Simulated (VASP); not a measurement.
# SiO2 (P4_2/mnm) in VASP: further runs, part 2 of 3

VASP 6.6.1. The steps go on from the part before.

### 3 Single point, PBE (volume 8.687 Å^3 an atom, c/a of the conventional cell 0.6350)

Input file INCAR:

```
PREC = Accurate
ENCUT = 520
EDIFF = 1E-6
ISMEAR = 0
SIGMA = 0.05
LREAL = False
LASPH = True
NELM = 80
ALGO = Normal
ISIF = 2
LWAVE = False
LCHARG = False
GGA = PE
NBANDS = 25
```

Input file KPOINTS:

```
Automatic mesh
0
Gamma
  6 6 10
```

Input file POSCAR:

```
SiO2
1.0
    4.3459319300      0.0000000000      0.0000000000
    0.0000000000      4.3459319300      0.0000000000
    0.0000000000      0.0000000000      2.7596577997
Si O
2 4
Direct
    0.5000000000      0.5000000000      0.5000000000
    0.0000000000      0.0000000000      0.0000000000
    0.6930127928      0.6930127928      0.0000000000
    0.1930127928      0.8069872072      0.5000000000
    0.3069872072      0.3069872072      0.0000000000
    0.8069872072      0.1930127928      0.5000000000
```

Potentials or basis: VASP PAW PBE potentials, release 64 (Si, O).

Command:

```sh
> cat potpaw_PBE.64/Si/POTCAR potpaw_PBE.64/O/POTCAR > POTCAR
> mpirun -np 1 vasp_std > vasp.out
```

OUTCAR:

```text
PREC = Accurate
   ENCUT = 520
   EDIFF = 1E-6
   ISMEAR = 0
   LREAL = False
   LASPH = True
   NELM = 80
   ISIF = 2
   GGA = PE

 ion  position               nearest neighbor table
   1  0.500  0.500  0.500-   3 1.82   5 1.82   3 1.82   5 1.82   4 1.89   6 1.89
   2  0.000  0.000  0.000-   4 1.82   6 1.82   4 1.82   6 1.82   5 1.89   3 1.89
   3  0.693  0.693  0.000-   1 1.82   1 1.82   2 1.89
   4  0.193  0.807  0.500-   2 1.82   2 1.82   1 1.89
   5  0.307  0.307  0.000-   1 1.82   1 1.82   2 1.89
   6  0.807  0.193  0.500-   2 1.82   2 1.82   1 1.89

  LATTYP: Found a simple tetragonal cell.
 ALAT       =     4.3459319300
 C/A-ratio  =     0.6349979347

  Lattice vectors:

 A1 = (   4.3459319300,   0.0000000000,   0.0000000000)
 A2 = (   0.0000000000,   4.3459319300,   0.0000000000)
 A3 = (   0.0000000000,   0.0000000000,   2.7596577997)

Analysis of symmetry for initial positions (statically):
=====================================================================
 Subroutine PRICEL returns:
 Original cell was already a primitive cell.

 Routine SETGRP: Setting up the symmetry group for a
 simple tetragonal supercell.

 Subroutine GETGRP returns: Found 16 space group operations
 (whereof  8 operations were pure point group operations)
 out of a pool of 16 trial point group operations.

The static configuration has the point symmetry D_2h.
 The point group associated with its full space group is D_4h.

Analysis of symmetry for dynamics (positions and initial velocities):
=====================================================================
 Subroutine PRICEL returns:
 Original cell was already a primitive cell.

 Routine SETGRP: Setting up the symmetry group for a
 simple tetragonal supercell.

[... 124 lines left out ...]
   NELECT =      32.0000    total number of electrons
   NUPDOWN=      -1.0000    fix difference up-down
   EMIN   =  10.00;   EMAX   =-10.00  energy-range for DOS
   EFERMI =   0.00;   METHOD = LEGACY
   ISMEAR =     0;   SIGMA  =   0.05  broadening in eV -4-tet -1-fermi 0-gaus
   EFERMI_NEDOS =   21; number of points for ismear=-14 and -15
   IALGO  =     38    algorithm
   IMIX   =      4    mixing-type and parameters
     AMIX     =   0.40;   BMIX     =  1.00
     AMIX_MAG =   1.60;   BMIX_MAG =  1.00
  volume/ion in A,a.u.               =       8.69        58.62
  Fermi-wavevector in a.u.,A,eV,Ry     =   1.391397  2.629359 26.340692  1.935986
  Thomas-Fermi vector in A             =   2.515240
   LORBIT       =      0    0 simple, 1 ext, 2 COOP (PROOUT), +10 PAW based schemes
   GGA     = PE    functional components
   LHFCALC =     F    Hartree Fock is set to
   AEXX    =    0.0000 exact exchange contribution
   IVDW    =     0    specifies the selected vdW correction
   LEPSILON=     F    determine dielectric tensor
   LRPA    =     F    only Hartree local field effects (RPA)
 non-spin polarized calculation
 Gauss-broadening in eV      SIGMA  =   0.05
  energy-cutoff  :      520.00
  volume of cell :       52.12
 maximum number of plane-waves:      1440
   NGX = 17   NGY = 17   NGZ = 11

 number of electron      32.0000011 magnetization

 Free energy of the ion-electron system (eV)
  ---------------------------------------------------
  ext. energy  EPLUGINS =         0.00000000
  ---------------------------------------------------
  free energy    TOTEN  =       -46.07828424 eV

  energy without entropy =      -46.07828424  energy(sigma->0) =      -46.07828424

 E-fermi :   6.9514     XC(G=0): -11.6913

 val. band max:        6.7409349918   @ k =   0.0000   0.0000   0.0000
 cond. band min:      10.4953050523   @ k =   0.0000   0.0000   0.0000
 fundamental gap:      3.7543700604
 Fermi energy:         6.9513583555

 k-point     1 :       0.0000    0.0000    0.0000
  band No.  band energies     occupation
      1     -14.7174      2.00000
      2     -11.6287      2.00000
      3     -11.6287      2.00000
      4     -11.4861      2.00000
      5      -3.4380      2.00000
      6       0.9128      2.00000
[... 661 lines left out ...]
     24      18.7984      0.00000
     25      20.1883      0.00000

 [... further k-points ...]
[... 5 lines left out ...]
  --------------------------------------------------------------------------------------
  -------------------------------------------------------------------------------------
  Total       -5.8104008     -5.8104008     -7.2363943      0.0000000      0.0000000      0.0000000
  in kB     -178.6058180   -178.6058180   -222.4394080      0.0000000      0.0000000      0.0000000
  external PRESSURE =    -193.2170147 kB  Pullay stress =       0.0000000 kB

 VOLUME and BASIS-vectors are now :
 -----------------------------------------------------------------------------
  energy-cutoff  :      520.00
  volume of cell :       52.12
      direct lattice vectors                 reciprocal lattice vectors
     4.345931930  0.000000000  0.000000000     0.230100245  0.000000000  0.000000000
     0.000000000  4.345931930  0.000000000     0.000000000  0.230100245  0.000000000
     0.000000000  0.000000000  2.759657800     0.000000000  0.000000000  0.362363768

 POSITION                                       TOTAL-FORCE (eV/Angst)
 -----------------------------------------------------------------------------------
      2.17297      2.17297      1.37983         0.000000      0.000000     -0.000000
      0.00000      0.00000      0.00000         0.000000      0.000000     -0.000000
      3.01179      3.01179      0.00000        -0.332644     -0.332644     -0.000000
      0.83882      3.50711      1.37983        -0.332644      0.332644     -0.000000
      1.33415      1.33415      0.00000         0.332644      0.332644      0.000000
      3.50711      0.83882      1.37983         0.332644     -0.332644     -0.000000
 -----------------------------------------------------------------------------------
    total drift:                                0.000000      0.000000     -0.000000

  FREE ENERGIE OF THE ION-ELECTRON SYSTEM (eV)
  ---------------------------------------------------
  free  energy   TOTEN  =       -46.0782842431 eV

  energy  without entropy=      -46.0782842431  energy(sigma->0) =      -46.07828424
```

stdout:

```text
POSCAR found type information on POSCAR SiO
 POSCAR found :  2 types and       6 ions
 scaLAPACK will be used
 LDA part: xc-table for (Slater+PW92), standard interpolation
 POSCAR, INCAR and KPOINTS ok, starting setup
 FFT: planning ... GRIDC
 FFT: planning ... GRID_SOFT
 FFT: planning ... GRID
 WAVECAR not read
 entering main loop
```

Wall time 29 s (1 thread of AMD EPYC 9R45 (Zen 5), shared host); peak memory 0.17 GiB.

What came out:

| Property | Result |
| --- | --- |
| Free energy | -46.0783 eV |
| Pressure | -19.3 GPa |
| Largest force | 0.470 eV/Å |
| Band gap on the k mesh | 3.75 eV, direct |

Forces in eV/Å, atoms in the order of the input:
```
Si   0.000  0.000  0.000
Si   0.000  0.000  0.000
O   -0.333 -0.333  0.000
O   -0.333  0.333  0.000
O    0.333  0.333  0.000
O    0.333 -0.333  0.000
```

Stress tensor (GPa, compression positive):
```
-17.86   0.00   0.00
  0.00 -17.86   0.00
  0.00   0.00 -22.24
```

Levels at points of the mesh, in eV from the valence-band top:
```
           k point  band 14  band 15  band 16  band 17  band 18  band 19
(0.00, 0.00, 0.00)    -0.81    -0.81     0.00     3.75     6.24     7.65
(0.50, 0.00, 0.00)    -2.46    -0.97    -0.97     6.26     6.26     8.31
(0.50, 0.50, 0.00)    -2.38    -1.94    -1.94     6.09     6.09     9.07
(0.00, 0.00, 0.50)    -2.54    -2.31    -2.31     7.61     7.61    11.30
(0.50, 0.00, 0.50)    -2.04    -1.49    -1.49     7.55     7.55     8.61
(0.50, 0.50, 0.50)    -1.59    -1.32    -1.32     5.91     5.91    10.07
```

### 4 Single point, PBE (volume 8.687 Å^3 an atom, c/a of the conventional cell 0.6745)

Input file INCAR:

```
SYSTEM = SiO2
PREC     = Accurate       ! precision mode
ENCUT    = 520            ! plane-wave cutoff, eV
EDIFF    = 1E-7           ! SCF threshold, eV
ISMEAR   = 0              ! smearing method
SIGMA    = 0.05           ! smearing width, eV
LREAL    = .False.        ! projectors in reciprocal space
LASPH    = .True.         ! aspherical terms in the spheres
NELM     = 80             ! most SCF steps
ALGO     = Normal         ! electronic algorithm
ISIF     = 2              ! what is computed and relaxed
LWAVE    = .False.        ! write WAVECAR
LCHARG   = .True.         ! write CHGCAR
GGA      = PE             ! functional
LELF     = .True.         ! ELF
LVHAR    = .True.       
NBANDS   = 25             ! bands
```

Input file KPOINTS:

```
Automatic mesh
0
Gamma
  6 6 10
  0 0 0
```

POSCAR, as its differences from that of step 3:

```diff
@@ -2,5 +2,5 @@
 1.0
-    4.3459319300      0.0000000000      0.0000000000
-    0.0000000000      4.3459319300      0.0000000000
-    0.0000000000      0.0000000000      2.7596577997
+    4.2593798559      0.0000000000      0.0000000000
+    0.0000000000      4.2593798559      0.0000000000
+    0.0000000000      0.0000000000      2.8729517128
 Si O
```

Potentials or basis: VASP PAW PBE potentials, release 64 (Si, O).

Command:

```sh
> cat potpaw_PBE.64/Si/POTCAR potpaw_PBE.64/O/POTCAR > POTCAR
> mpirun -np 1 vasp_std > vasp.out
```

OUTCAR:

```text
SYSTEM = SiO2
   PREC = Accurate
   ENCUT = 520
   EDIFF = 1E-7
   ISMEAR = 0
   LREAL = .False.
   LASPH = .True.
   NELM = 80
   ISIF = 2
   GGA = PE

 ion  position               nearest neighbor table
   1  0.500  0.500  0.500-   3 1.85   5 1.85   3 1.85   5 1.85   4 1.85   6 1.85
   2  0.000  0.000  0.000-   4 1.85   6 1.85   4 1.85   6 1.85   5 1.85   3 1.85
   3  0.693  0.693  0.000-   1 1.85   1 1.85   2 1.85
   4  0.193  0.807  0.500-   2 1.85   2 1.85   1 1.85
   5  0.307  0.307  0.000-   1 1.85   1 1.85   2 1.85
   6  0.807  0.193  0.500-   2 1.85   2 1.85   1 1.85

  LATTYP: Found a simple tetragonal cell.
 ALAT       =     4.2593798559
 C/A-ratio  =     0.6745000000

  Lattice vectors:

 A1 = (   4.2593798559,   0.0000000000,   0.0000000000)
 A2 = (   0.0000000000,   4.2593798559,   0.0000000000)
 A3 = (   0.0000000000,   0.0000000000,   2.8729517128)

Analysis of symmetry for initial positions (statically):
=====================================================================
 Subroutine PRICEL returns:
 Original cell was already a primitive cell.

 Routine SETGRP: Setting up the symmetry group for a
 simple tetragonal supercell.

 Subroutine GETGRP returns: Found 16 space group operations
 (whereof  8 operations were pure point group operations)
 out of a pool of 16 trial point group operations.

The static configuration has the point symmetry D_2h.
 The point group associated with its full space group is D_4h.

Analysis of symmetry for dynamics (positions and initial velocities):
=====================================================================
 Subroutine PRICEL returns:
 Original cell was already a primitive cell.

 Routine SETGRP: Setting up the symmetry group for a
 simple tetragonal supercell.

 Subroutine GETGRP returns: Found 16 space group operations
[... 126 lines left out ...]
   EFERMI =   0.00;   METHOD = LEGACY
   ISMEAR =     0;   SIGMA  =   0.05  broadening in eV -4-tet -1-fermi 0-gaus
   EFERMI_NEDOS =   21; number of points for ismear=-14 and -15
   IALGO  =     38    algorithm
   IMIX   =      4    mixing-type and parameters
     AMIX     =   0.40;   BMIX     =  1.00
     AMIX_MAG =   1.60;   BMIX_MAG =  1.00
  volume/ion in A,a.u.               =       8.69        58.62
  Fermi-wavevector in a.u.,A,eV,Ry     =   1.391397  2.629359 26.340692  1.935986
  Thomas-Fermi vector in A             =   2.515240
   LORBIT       =      0    0 simple, 1 ext, 2 COOP (PROOUT), +10 PAW based schemes
   GGA     = PE    functional components
   LHFCALC =     F    Hartree Fock is set to
   AEXX    =    0.0000 exact exchange contribution
   IVDW    =     0    specifies the selected vdW correction
   LEPSILON=     F    determine dielectric tensor
   LRPA    =     F    only Hartree local field effects (RPA)
 non-spin polarized calculation
 Gauss-broadening in eV      SIGMA  =   0.05
  energy-cutoff  :      520.00
  volume of cell :       52.12
 maximum number of plane-waves:      1424
 NGX is ok and might be reduce to    32
   NGX = 15   NGY = 15   NGZ = 11

 number of electron      32.0000016 magnetization

 Free energy of the ion-electron system (eV)
  ---------------------------------------------------
  ext. energy  EPLUGINS =         0.00000000
  ---------------------------------------------------
  free energy    TOTEN  =       -45.88437748 eV

  energy without entropy =      -45.88437748  energy(sigma->0) =      -45.88437748

 E-fermi :   7.0299     XC(G=0): -11.7184

 val. band max:        6.8029713835   @ k =   0.0000   0.0000   0.0000
 cond. band min:      10.3106394016   @ k =   0.0000   0.0000   0.0000
 fundamental gap:      3.5076680182
 Fermi energy:         7.0298738561

 k-point     1 :       0.0000    0.0000    0.0000
  band No.  band energies     occupation
      1     -14.5954      2.00000
      2     -11.4058      2.00000
      3     -11.4058      2.00000
      4     -11.1762      2.00000
      5      -3.3622      2.00000
      6       1.2552      2.00000
[... 661 lines left out ...]
     24      18.4272      0.00000
     25      20.2505      0.00000

 [... further k-points ...]
[... 5 lines left out ...]
  --------------------------------------------------------------------------------------
  -------------------------------------------------------------------------------------
  Total       -4.2082252     -4.2082252    -12.2078997      0.0000000      0.0000000      0.0000000
  in kB     -129.3565690   -129.3565690   -375.2584359      0.0000000      0.0000000      0.0000000
  external PRESSURE =    -211.3238580 kB  Pullay stress =       0.0000000 kB

 VOLUME and BASIS-vectors are now :
 -----------------------------------------------------------------------------
  energy-cutoff  :      520.00
  volume of cell :       52.12
      direct lattice vectors                 reciprocal lattice vectors
     4.259379856  0.000000000  0.000000000     0.234775961  0.000000000  0.000000000
     0.000000000  4.259379856  0.000000000     0.000000000  0.234775961  0.000000000
     0.000000000  0.000000000  2.872951713     0.000000000  0.000000000  0.348074072

 POSITION                                       TOTAL-FORCE (eV/Angst)
 -----------------------------------------------------------------------------------
      2.12969      2.12969      1.43648         0.000000     -0.000000      0.000000
      0.00000      0.00000      0.00000         0.000000     -0.000000      0.000000
      2.95180      2.95180      0.00000         0.061479      0.061479      0.000000
      0.82211      3.43727      1.43648         0.061479     -0.061479      0.000000
      1.30758      1.30758      0.00000        -0.061479     -0.061479     -0.000000
      3.43727      0.82211      1.43648        -0.061479      0.061479      0.000000
 -----------------------------------------------------------------------------------
    total drift:                                0.000000      0.000000     -0.000000

  FREE ENERGIE OF THE ION-ELECTRON SYSTEM (eV)
  ---------------------------------------------------
  free  energy   TOTEN  =       -45.8843774797 eV

  energy  without entropy=      -45.8843774797  energy(sigma->0) =      -45.88437748
```

OSZICAR:

```text
N       E                     dE             d eps       ncg     rms          rms(c)
DAV:   1     0.131613923887E+03    0.13161E+03   -0.17319E+04  3032   0.121E+03
DAV:   2    -0.432282573179E+02   -0.17484E+03   -0.16712E+03  3824   0.269E+02
DAV:   3    -0.503684168010E+02   -0.71402E+01   -0.71055E+01  3968   0.522E+01
DAV:   4    -0.504189133364E+02   -0.50497E-01   -0.50476E-01  3524   0.508E+00
DAV:   5    -0.504193656121E+02   -0.45228E-03   -0.45217E-03  4021   0.456E-01    0.156E+01
DAV:   6    -0.458247315347E+02    0.45946E+01   -0.13350E+01  3684   0.242E+01    0.678E+00
DAV:   7    -0.458690859918E+02   -0.44354E-01   -0.60443E-01  3668   0.454E+00    0.271E+00
DAV:   8    -0.458777000324E+02   -0.86140E-02   -0.26183E-02  3803   0.136E+00    0.106E+00
DAV:   9    -0.458841751332E+02   -0.64751E-02   -0.10439E-02  3765   0.855E-01    0.257E-01
DAV:  10    -0.458844329580E+02   -0.25782E-03   -0.11214E-03  3838   0.219E-01    0.627E-02
DAV:  11    -0.458843758490E+02    0.57109E-04   -0.19240E-04  3721   0.967E-02    0.142E-02
DAV:  12    -0.458843774676E+02   -0.16186E-05   -0.93624E-06  3782   0.212E-02    0.472E-03
DAV:  13    -0.458843774797E+02   -0.12132E-07   -0.39832E-07  3876   0.450E-03
   1 F= -.45884377E+02 E0= -.45884377E+02  d E =-.891823E-13
```

Run time: 32 s. Hardware: 1 thread of AMD EPYC 9R45 (Zen 5), shared host; peak memory 0.16 GiB.

Results:

```
Free energy            : -45.8844 eV
Pressure               : -21.1 GPa
Largest force          : 0.087 eV/Å
Band gap on the k mesh : 3.51 eV, direct
```

Forces on the atoms (eV/Å):
```
Si   0.000  0.000  0.000
Si   0.000  0.000  0.000
O    0.061  0.061  0.000
O    0.061 -0.061  0.000
O   -0.061 -0.061  0.000
O   -0.061  0.061  0.000
```

(Part 2 of 3 ends here.)
